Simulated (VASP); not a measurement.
A run of VASP 6.6.1 is set up as follows.

The input INCAR:

```
PREC = Accurate
ENCUT = 520
EDIFF = 1E-8
ISMEAR = -1
SIGMA = 0.08
LREAL = F
LASPH = T
NELM = 60
ALGO = Normal
ISIF = 2
LWAVE = F
LCHARG = F
GGA = PS
LEFG = T
NBANDS = 12
```

KPOINTS

```
regular mesh
0
Gamma
  17 17 17
```

File POSCAR:

```
Ti
1.0
   -1.6081800000      1.6081800000      1.6410000000
    1.6081800000     -1.6081800000      1.6410000000
    1.6081800000      1.6081800000     -1.6410000000
Ti
1
Direct
    0.0000000000      0.0000000000      0.0000000000
```

Potentials or basis: VASP PAW PBE potentials, release 64 (Ti_sv).

Launch:

```console
$ cat potpaw_PBE.64/Ti_sv/POTCAR > POTCAR
$ mpirun -np 1 vasp_std > vasp.out
```

(1) Estimate the band gap on the k mesh.

(2) What does it give for the pressure?

Answers

(1) zero (band 6 reaches 9.23 eV, above the bottom of band 7 at 7.58 eV).

(2) -2.8 GPa.

Caveat: the cell differs from its parent crystal (equal xx and yy strain of -2 %); without QUAD_EFG the Cq values of the log hold for a quadrupole moment of 1 mb, not for the nuclei; the PAW data sets were made with another functional, which shifts forces and pressure a little.
